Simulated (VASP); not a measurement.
# CuO (Cccm) in VASP: notebook, part 2 of 2

VASP 6.6.1. The steps go on from the part before.

## Step 3: Single point, PBEsol, collinear spin, ferromagnetic start

Input file INCAR:

```
PREC     = Accurate       # precision mode
ENCUT    = 520            # plane-wave cutoff, eV
EDIFF    = 1E-7           # SCF threshold, eV
ISMEAR   = 0              # smearing method
SIGMA    = 0.1            # smearing width, eV
LREAL    = F              # projectors in reciprocal space
LASPH    = T              # aspherical terms in the spheres
NELM     = 150            # most SCF steps
ALGO     = Normal         # electronic algorithm
ISIF     = 2              # what is computed and relaxed
LWAVE    = F              # write WAVECAR
LCHARG   = F              # write CHGCAR
ISPIN    = 2              # spin polarisation
MAGMOM   = 1 1 0 0        # initial moments
LORBIT   = 11             # projections on sites
LMAXMIX  = 4              # l up to which the mixer works
GGA      = PS             # functional
NBANDS   = 29             # bands
```

Input file KPOINTS:

```
Automatic mesh
0
Gamma
  6 6 4
```

Input file POSCAR:

```
CuO
1.0
    1.9909680000     -2.1535500000      0.0000000000
    1.9909680000      2.1535500000      0.0000000000
    0.0000000000      0.0000000000      5.1559280000
Cu O
2 2
Direct
    0.0000000000      0.5000000000      0.0000000000
    0.5000000000      0.0000000000      0.5000000000
    0.5000000000      0.5000000000      0.2500000000
    0.5000000000      0.5000000000      0.7500000000
```

Potentials or basis: VASP PAW PBE potentials, release 64 (Cu, O).

The run is started by

```console
> cat potpaw_PBE.64/Cu/POTCAR potpaw_PBE.64/O/POTCAR > POTCAR
> mpirun -np 1 vasp_std > vasp.out
```

OUTCAR:

```text
PREC = Accurate
   ENCUT = 520
   EDIFF = 1E-7
   ISMEAR = 0
   LREAL = F
   LASPH = T
   NELM = 150
   ISIF = 2
   ISPIN = 2
   LORBIT = 11
   GGA = PS

 ion  position               nearest neighbor table
   1  0.000  0.500  0.000-   3 1.95   4 1.95   3 1.95   4 1.95
   2  0.500  0.000  0.500-   3 1.95   4 1.95   3 1.95   4 1.95
   3  0.500  0.500  0.250-   1 1.95   2 1.95   2 1.95   1 1.95
   4  0.500  0.500  0.750-   1 1.95   2 1.95   2 1.95   1 1.95

  LATTYP: Found a base centered orthorhombic cell.
 ALAT       =     3.9819360000
 B/A-ratio  =     1.0816597755
 C/A-ratio  =     1.2948294498

  Lattice vectors:

 A1 = (   1.9909680000,  -2.1535500000,   0.0000000000)
 A2 = (   1.9909680000,   2.1535500000,   0.0000000000)
 A3 = (   0.0000000000,   0.0000000000,   5.1559280000)

Analysis of symmetry for initial positions (statically):
=====================================================================
[... 981 lines left out ...]
      3      -3.4321      1.00000
      4      -0.7661      1.00000
      5      -0.6024      1.00000
      6       1.0192      1.00000
[... 757 lines left out ...]
     28      22.1409      0.00000
     29      22.3547      0.00000

 [... further k-points ...]
[... 5 lines left out ...]
  --------------------------------------------------------------------------------------
  -------------------------------------------------------------------------------------
  Total       -1.1604754     -1.5420711     -1.7992274      0.0000000      0.0000000      0.0000000
  in kB      -42.0523669    -55.8803209    -65.1989440      0.0000000      0.0000000      0.0000000
  external PRESSURE =     -54.3772106 kB  Pullay stress =       0.0000000 kB

 VOLUME and BASIS-vectors are now :
 -----------------------------------------------------------------------------
  energy-cutoff  :      520.00
  volume of cell :       44.21
      direct lattice vectors                 reciprocal lattice vectors
     1.990968000 -2.153550000  0.000000000     0.251134122 -0.232174781  0.000000000
     1.990968000  2.153550000  0.000000000     0.251134122  0.232174781  0.000000000
     0.000000000  0.000000000  5.155928000     0.000000000  0.000000000  0.193951506

 POSITION                                       TOTAL-FORCE (eV/Angst)
 -----------------------------------------------------------------------------------
      0.99548      1.07678      0.00000         0.000000     -0.000000      0.000000
      0.99548     -1.07678      2.57796         0.000000     -0.000000      0.000000
      1.99097      0.00000      1.28898         0.000000      0.000000      0.000000
      1.99097      0.00000      3.86695         0.000000      0.000000      0.000000
 -----------------------------------------------------------------------------------
    total drift:                                0.000000     -0.000000     -0.000000

  FREE ENERGIE OF THE ION-ELECTRON SYSTEM (eV)
  ---------------------------------------------------
  free  energy   TOTEN  =       -21.4658484617 eV

  energy  without entropy=      -21.4575731708  energy(sigma->0) =      -21.46171082

 total charge

# of ion       s       p       d       tot
------------------------------------------
    1        0.394   0.394   9.121   9.909
    2        0.394   0.394   9.121   9.909
    3        1.572   3.355   0.000   4.927
    4        1.572   3.355   0.000   4.927
--------------------------------------------------
tot          3.932   7.498  18.242  29.672

 magnetization (x)

# of ion       s       p       d       tot
------------------------------------------
    1        0.000   0.000  -0.000  -0.000
    2        0.000   0.000  -0.000  -0.000
    3       -0.000  -0.000   0.000  -0.000
    4       -0.000  -0.000   0.000  -0.000
--------------------------------------------------
tot          0.000  -0.000  -0.000  -0.000
```

It took 90 s on 1 thread of Intel Xeon Platinum 8259CL at 2.50GHz (Skylake/Cascade Lake), shared host; peak memory 0.21 GiB.

Results:

```
Free energy                                           : -21.4658 eV
Pressure                                              : -5.4 GPa
Band gap on the k mesh                                : zero (filled and empty bands overlap)
Net moment                                            : 0.00 μB per cell
Valence electrons inside the program's atomic spheres : Cu 9.91; O 4.93
```

Levels at points of the mesh, in eV from the Fermi level:
Spin up:
| k point | band 13 | band 14 | band 15 | band 16 | band 17 | band 18 | band 19 | band 20 | band 21 | band 22 |
| --- | --- | --- | --- | --- | --- | --- | --- | --- | --- | --- |
| (0.00, 0.00, 0.00) | -2.37 | -2.36 | -2.30 | -1.90 | 0.57 | 0.76 | 1.35 | 5.99 | 7.24 | 13.17 |
| (0.50, 0.00, 0.00) | -2.26 | -1.87 | -1.57 | -1.50 | 0.20 | 0.45 | 3.60 | 5.87 | 6.31 | 10.88 |
| (0.50, 0.50, 0.00) | -2.35 | -2.33 | -1.64 | -1.21 | -1.16 | 1.11 | 2.09 | 7.18 | 9.06 | 10.29 |
| (0.00, 0.00, 0.50) | -2.27 | -2.27 | -1.54 | -1.54 | 0.10 | 0.10 | 3.42 | 3.42 | 11.52 | 11.52 |
| (0.50, 0.00, 0.50) | -2.36 | -2.33 | -2.00 | -1.82 | -0.17 | 0.67 | 4.26 | 5.86 | 8.03 | 8.65 |
| (0.50, 0.50, 0.50) | -1.90 | -1.90 | -1.41 | -1.41 | -0.54 | -0.54 | 3.97 | 3.97 | 10.02 | 10.02 |
Spin down:
```csv
k point,band 15,band 16,band 17,band 18,band 19,band 20
"(0.00, 0.00, 0.00)",-2.30,-1.90,0.57,0.76,1.35,5.99
"(0.50, 0.00, 0.00)",-1.57,-1.50,0.20,0.45,3.60,5.87
"(0.50, 0.50, 0.00)",-1.64,-1.21,-1.16,1.11,2.09,7.18
"(0.00, 0.00, 0.50)",-1.54,-1.54,0.10,0.10,3.42,3.42
"(0.50, 0.00, 0.50)",-2.00,-1.82,-0.17,0.67,4.26,5.86
"(0.50, 0.50, 0.50)",-1.41,-1.41,-0.54,-0.54,3.97,3.97
```

Caveat: the PAW data sets were made with another functional, which shifts forces and pressure a little; semilocal functionals often make such compounds metallic where correlation or magnetic order opens a gap, which also shifts bond lengths. With open d or f shells a metallic result of PBEsol can be an artefact of self-interaction; +U or a hybrid may open a gap.

## Step 4: Single point, PBEsol

Input file INCAR:

```
  ALGO = Normal
  EDIFF = 1E-7
  ENCUT = 520
  GGA = PS
  ISIF = 2
  ISMEAR = 0
  LASPH = T
  LCHARG = T
  LELF = T
  LREAL = F
  LVHAR = T
  LWAVE = F
  NBANDS = 25
  NELM = 60
  PREC = Accurate
  SIGMA = 0.1
```

Input file KPOINTS:

```
k-points
0
Gamma
  14 14 8
```

POSCAR is that of step 3.

Potentials or basis: VASP PAW PBE potentials, release 64 (Cu, O).

The run is started by

```console
> cat potpaw_PBE.64/Cu/POTCAR potpaw_PBE.64/O/POTCAR > POTCAR
> mpirun -np 1 vasp_std > vasp.out
```

OUTCAR:

```text
EDIFF = 1E-7
   ENCUT = 520
   GGA = PS
   ISIF = 2
   ISMEAR = 0
   LASPH = T
   LREAL = F
   NELM = 60
   PREC = Accurate

 ion  position               nearest neighbor table
   1  0.000  0.500  0.000-   3 1.95   4 1.95   3 1.95   4 1.95
   2  0.500  0.000  0.500-   3 1.95   4 1.95   3 1.95   4 1.95
   3  0.500  0.500  0.250-   1 1.95   2 1.95   2 1.95   1 1.95
   4  0.500  0.500  0.750-   1 1.95   2 1.95   2 1.95   1 1.95

  LATTYP: Found a base centered orthorhombic cell.
[... 205 lines left out ...]
      6       1.0185      2.00000
[... 661 lines left out ...]
     24      17.3067      0.00000
     25      19.1604      0.00000

 [... further k-points ...]
[... 5 lines left out ...]
  --------------------------------------------------------------------------------------
  -------------------------------------------------------------------------------------
  Total       -1.1154443     -1.5168081     -1.8239753     -0.0000000      0.0000000      0.0000000
  in kB      -40.4205656    -54.9648629    -66.0957369     -0.0000000      0.0000000      0.0000000
  external PRESSURE =     -53.8270551 kB  Pullay stress =       0.0000000 kB

 VOLUME and BASIS-vectors are now :
 -----------------------------------------------------------------------------
  energy-cutoff  :      520.00
  volume of cell :       44.21
      direct lattice vectors                 reciprocal lattice vectors
     1.990968000 -2.153550000  0.000000000     0.251134122 -0.232174781  0.000000000
     1.990968000  2.153550000  0.000000000     0.251134122  0.232174781  0.000000000
     0.000000000  0.000000000  5.155928000     0.000000000  0.000000000  0.193951506

 POSITION                                       TOTAL-FORCE (eV/Angst)
 -----------------------------------------------------------------------------------
      0.99548      1.07678      0.00000        -0.000000      0.000000      0.000000
      0.99548     -1.07678      2.57796         0.000000      0.000000      0.000000
      1.99097      0.00000      1.28898        -0.000000     -0.000000      0.000000
      1.99097      0.00000      3.86695        -0.000000     -0.000000      0.000000
 -----------------------------------------------------------------------------------
    total drift:                                0.000000     -0.000000     -0.000000

  FREE ENERGIE OF THE ION-ELECTRON SYSTEM (eV)
  ---------------------------------------------------
  free  energy   TOTEN  =       -21.4547179476 eV

  energy  without entropy=      -21.4417165389  energy(sigma->0) =      -21.44821724
```

Run time: 4.2 min. Hardware: 1 thread of Intel Xeon Platinum 8259CL at 2.50GHz (Skylake/Cascade Lake), shared host; peak memory 0.36 GiB.

Results:

```
Free energy            : -21.4547 eV
Pressure               : -5.4 GPa
Band gap on the k mesh : zero (band 17 reaches 5.32 eV, above the bottom of band 18 at 4.22 eV)
```

Levels at points of the mesh, in eV from the Fermi level:
| k point | band 15 | band 16 | band 17 | band 18 | band 19 | band 20 |
| --- | --- | --- | --- | --- | --- | --- |
| (0.00, 0.00, 0.00) | -2.29 | -1.89 | 0.58 | 0.76 | 1.36 | 5.99 |
| (0.50, 0.00, 0.00) | -1.56 | -1.50 | 0.21 | 0.45 | 3.61 | 5.87 |
| (0.50, 0.50, 0.00) | -1.63 | -1.21 | -1.15 | 1.12 | 2.10 | 7.18 |
| (0.00, 0.00, 0.50) | -1.54 | -1.54 | 0.10 | 0.10 | 3.43 | 3.43 |
| (0.50, 0.00, 0.50) | -1.99 | -1.82 | -0.17 | 0.67 | 4.27 | 5.86 |
| (0.50, 0.50, 0.50) | -1.40 | -1.40 | -0.53 | -0.53 | 3.97 | 3.97 |

Caveat: the PAW data sets were made with another functional, which shifts forces and pressure a little; semilocal functionals often make such compounds metallic where correlation or magnetic order opens a gap, which also shifts bond lengths.

## Step 5: The runs side by side

| level | spin | U | k mesh | smearing | gap on the mesh (eV) | pressure (GPa) |
| --- | --- | --- | --- | --- | --- | --- |
| PBEsol+U | off | Cu d U = 4.0 eV | 14 × 14 × 8 | gaussian 0.05 eV | none | -7.6 |
| PBEsol | collinear, ferromagnetic start | - | 6 × 6 × 4 | gaussian 0.1 eV | none | -5.4 |
| PBEsol | off | - | 14 × 14 × 8 | gaussian 0.1 eV | none | -5.4 |

Alike in all rows: task single point; potentials or basis VASP PAW PBE potentials, release 64 (Cu, O); cell as given; cutoff (eV) 520.

Every run on the cell as given and a fine mesh finds a metal. The pressure there spans -7.6 GPa (PBEsol+U) to -5.4 GPa (PBEsol); a positive pressure means that this level wants a larger cell, a negative one a smaller.

Caveats: the PAW data sets were made with another functional, which shifts forces and pressure a little; semilocal functionals often make such compounds metallic where correlation or magnetic order opens a gap, which also shifts bond lengths (some runs); U without spin polarisation on a metal has little footing (some runs).

Absolute energies hang on the potentials; compare differences alone.
